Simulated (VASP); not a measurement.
# SnO in VASP: further runs, part 2 of 2

VASP 6.6.1.

### Step 3. Single point, PBE+D3(BJ)

The input, INCAR:

```
SYSTEM = SnO
ALGO = Normal ; DIPOL = 0.5 0.5 0.403
EDIFF = 1E-6 ; ENCUT = 520
GGA = PE ; IDIPOL = 3
ISIF = 2 ; ISMEAR = 0
IVDW = 12 ; LASPH = .True.
LCHARG = .True. ; LDIPOL = .True.
LELF = .True. ; LREAL = .False.
LVACPOTAV = .True. ; LVHAR = .True.
LWAVE = .False. ; NBANDS = 50
NELM = 60 ; PREC = Accurate
SIGMA = 0.05
```

The input, KPOINTS:

```
k-points
0
Gamma
  7 7 1
  0 0 0
```

The input, POSCAR:

```
SnO
1.0
    3.8201636883      0.0000000000      0.0000000000
    0.0000000000      3.8201636883      0.0000000000
    0.0000000000      0.0000000000     22.2260802162
Sn O
4 4
Direct
    0.7500000000      0.2500000000      0.2024648501
    0.2500000000      0.7500000000      0.3087831971
    0.6250000000      1.1250000000      0.4977503906
    1.1250000000      0.6250000000      0.6040687375
    0.2500000000      0.2500000000      0.2556240236
    0.7500000000      0.7500000000      0.2556240236
    1.1250000000      1.1250000000      0.5509095640
    0.6250000000      0.6250000000      0.5509095640
```

Potentials or basis: VASP PAW PBE potentials, release 64 (Sn_d, O).

On the command line:

```bash
> cat potpaw_PBE.64/Sn_d/POTCAR potpaw_PBE.64/O/POTCAR > POTCAR
> mpirun -np 1 vasp_std > vasp.out
```

OUTCAR:

```text
SYSTEM = SnO
   EDIFF = 1E-6
   ENCUT = 520
   GGA = PE
   ISIF = 2
   ISMEAR = 0
   IVDW = 12
   LASPH = .True.
   LREAL = .False.
   NELM = 60
   PREC = Accurate
 IVDW          = 12

 ion  position               nearest neighbor table
   1  0.750  0.250  0.202-   5 2.25   6 2.25   6 2.25   5 2.25   2 3.59   2 3.59   2 3.59   2 3.59

   2  0.250  0.750  0.309-   5 2.25   6 2.25   5 2.25   6 2.25   1 3.59   1 3.59   1 3.59   1 3.59

   3  0.625  0.125  0.498-   7 2.25   8 2.25   8 2.25   7 2.25   4 3.59   4 3.59   4 3.59   4 3.59

   4  0.125  0.625  0.604-   7 2.25   8 2.25   7 2.25   8 2.25   3 3.59   3 3.59   3 3.59   3 3.59

   5  0.250  0.250  0.256-   1 2.25   2 2.25   2 2.25   1 2.25
   6  0.750  0.750  0.256-   1 2.25   2 2.25   1 2.25   2 2.25
   7  0.125  0.125  0.551-   3 2.25   3 2.25   4 2.25   4 2.25
   8  0.625  0.625  0.551-   3 2.25   3 2.25   4 2.25   4 2.25

  LATTYP: Found a simple tetragonal cell.
 ALAT       =     3.8201636883
 C/A-ratio  =     5.8180962989

  Lattice vectors:

 A1 = (   3.8201636883,   0.0000000000,   0.0000000000)
 A2 = (   0.0000000000,   3.8201636883,   0.0000000000)
 A3 = (   0.0000000000,   0.0000000000,  22.2260802162)

Analysis of symmetry for initial positions (statically):
=====================================================================
 Subroutine PRICEL returns:
 Original cell was already a primitive cell.

 Routine SETGRP: Setting up the symmetry group for a
 simple tetragonal supercell.

 Subroutine GETGRP returns: Found  4 space group operations
 (whereof  1 operations were pure point group operations)
 out of a pool of 16 trial point group operations.

The static configuration has the point symmetry C_1 .
 The point group associated with its full space group is C_2h.

Analysis of symmetry for dynamics (positions and initial velocities):
=====================================================================
 Subroutine PRICEL returns:
 Original cell was already a primitive cell.

 Routine SETGRP: Setting up the symmetry group for a
[... 140 lines left out ...]
   LRPA    =     F    only Hartree local field effects (RPA)
 non-spin polarized calculation
 Gauss-broadening in eV      SIGMA  =   0.05
  energy-cutoff  :      520.00
  volume of cell :      324.36
 maximum number of plane-waves:      8769
   NGX = 15   NGY = 15   NGZ = 83

 dipolmoment           0.000000      0.000000      0.000046 electrons x Angstroem

 number of electron      79.9999970 magnetization

 dipolmoment           0.000000      0.000000     -0.000006 electrons x Angstroem

 Free energy of the ion-electron system (eV)
  ---------------------------------------------------
  ext. energy  EPLUGINS =         0.00000000
  ---------------------------------------------------
  free energy    TOTEN  =       -45.18986146 eV

  energy without entropy =      -45.18986146  energy(sigma->0) =      -45.18986146

 E-fermi :   0.0494     XC(G=0):  -5.3301

 val. band max:       -0.2342472218   @ k =  -0.1429   0.1429   0.0000
 cond. band min:       2.3292946348   @ k =   0.0000   0.0000   0.0000
 fundamental gap:      2.5635418566
 Fermi energy:         0.0494084608

 k-point     1 :       0.0000    0.0000    0.0000
  band No.  band energies     occupation
      1     -21.0614      2.00000
      2     -21.0613      2.00000
      3     -20.7009      2.00000
      4     -20.7008      2.00000
      5     -20.6628      2.00000
      6     -20.6628      2.00000
[... 837 lines left out ...]
     49       5.9215      0.00000
     50       6.2657      0.00000

------------------------ aborting loop because EDIFF is reached ----------------------------------------

 Edisp (eV)   -1.23912

 E8    (eV) :    -0.5482

  FORCE on cell =-STRESS in cart. coord.  units (eV):
  Direction    XX          YY          ZZ          XY          YZ          ZX
  --------------------------------------------------------------------------------------
  -------------------------------------------------------------------------------------
  Total       0.13655     0.13655    -0.32222     0.01219     0.09840     0.09840
  in kB       0.67450     0.67450    -1.59161     0.06023     0.48606     0.48606
  external pressure =       -0.08 kB  Pullay stress =        0.00 kB

 VOLUME and BASIS-vectors are now :
 -----------------------------------------------------------------------------
  energy-cutoff  :      520.00
  volume of cell :      324.36
      direct lattice vectors                 reciprocal lattice vectors
     3.820163688  0.000000000  0.000000000     0.261768888  0.000000000  0.000000000
     0.000000000  3.820163688  0.000000000     0.000000000  0.261768888  0.000000000
     0.000000000  0.000000000 22.226080216     0.000000000  0.000000000  0.044992189

 POSITION                                       TOTAL-FORCE (eV/Angst)
 -----------------------------------------------------------------------------------
      2.86512      0.95504      4.50000        -0.001982     -0.001982     -0.079490
      0.95504      2.86512      6.86304        -0.007915     -0.007915      0.174005
      2.38760      0.47752     11.06304         0.007915      0.007915     -0.174005
      0.47752      2.38760     13.42608         0.001982      0.001982      0.079490
      0.95504      0.95504      5.68152         0.003923     -0.011148      0.011047
      2.86512      2.86512      5.68152        -0.011148      0.003923      0.011047
      0.47752      0.47752     12.24456         0.011148     -0.003923     -0.011047
      2.38760      2.38760     12.24456        -0.003923      0.011148     -0.011047
 -----------------------------------------------------------------------------------
    total drift:                                0.000000      0.000000     -0.000291

  FREE ENERGIE OF THE ION-ELECTRON SYSTEM (eV)
  ---------------------------------------------------
  free  energy   TOTEN  =       -46.4289792148 eV

  energy  without entropy=      -46.4289792148  energy(sigma->0) =      -46.42897921

 vacuum level on the upper side and lower side of the slab         4.922         4.922
```

stdout:

```text
POSCAR found type information on POSCAR SnO
 POSCAR found :  2 types and       8 ions
 scaLAPACK will be used
 LDA part: xc-table for (Slater+PW92), standard interpolation
 POSCAR, INCAR and KPOINTS ok, starting setup
 FFT: planning ... GRIDC
 FFT: planning ... GRID_SOFT
 FFT: planning ... GRID
 WAVECAR not read
 entering main loop
 -----------------------------------------------------------------------------
|                                                                             |
|           W    W    AA    RRRRR   N    N  II  N    N   GGGG   !!!           |
|           W    W   A  A   R    R  NN   N  II  NN   N  G    G  !!!           |
|           W    W  A    A  R    R  N N  N  II  N N  N  G       !!!           |
|           W WW W  AAAAAA  RRRRR   N  N N  II  N  N N  G  GGG   !            |
|           WW  WW  A    A  R   R   N   NN  II  N   NN  G    G                |
|           W    W  A    A  R    R  N    N  II  N    N   GGGG   !!!           |
|                                                                             |
|     Did not find any points to average over, which means that no vacuum     |
|     field-free region was found. Please increase the size of  your cell     |
|     in the dimension of the dipole correction to obtain accurate            |
|     workfunction values.                                                    |
|                                                                             |
 -----------------------------------------------------------------------------
```

Wall time 4.4 min (1 thread of Intel Xeon Platinum 8488C (Sapphire Rapids), shared host); peak memory 0.43 GiB.

Results:

| Quantity | Value |
| --- | --- |
| Free energy | -46.4290 eV |
| Largest force | 0.174 eV/Å |
| Band gap on the k mesh | 2.56 eV, indirect (least direct gap 2.58 eV) |
| Dispersion energy per atom | -0.155 eV |

Forces in eV/Å, atoms in the order of the input:
```
Sn  -0.002 -0.002 -0.079
Sn  -0.008 -0.008  0.174
Sn   0.008  0.008 -0.174
Sn   0.002  0.002  0.079
O    0.004 -0.011  0.011
O   -0.011  0.004  0.011
O    0.011 -0.004 -0.011
O   -0.004  0.011 -0.011
```

Caveat: spin-orbit coupling is left out, which moves the levels of the heavy elements.
